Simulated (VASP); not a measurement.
WS2, 3 atoms in the cell. The cell holds a slab with vacuum, 3 atoms: a = 3.033 Å, b = 3.033 Å, c = 32.291 Å, α = 90.00°, β = 90.00°, γ = 120.00°. 

```yaml
Program: VASP 6.6.1
Task: single point
Functional: PBE
Dispersion: D3(BJ)
Potentials_or_basis: VASP PAW PBE potentials, release 64 (S, W_sv)
Cutoff: 520 eV
k_mesh: 12 × 12 × 1
Occupations: gaussian, width 0.02 eV
Spin: no spin polarisation
Dipole_correction: yes
Further_INCAR_settings: ALGO = Normal; EDIFF = 1e-06; NBANDS = 20
```

Potentials or basis: VASP PAW PBE potentials, release 64 (S, W_sv).

The run is started by

```sh
$ cat potpaw_PBE.64/S/POTCAR potpaw_PBE.64/W_sv/POTCAR > POTCAR
$ mpirun -np 1 vasp_std > vasp.out
```

Hardware: 1 thread of Intel(R) Xeon(R) 6975P-C (Granite Rapids), with other jobs on the host.

Q: How long does it take, and how much memory?

A: It took 82 s on 1 thread of Intel(R) Xeon(R) 6975P-C (Granite Rapids), on a shared host, peak memory 0.39 GiB. Counts: scf iterations 23, k points 19.
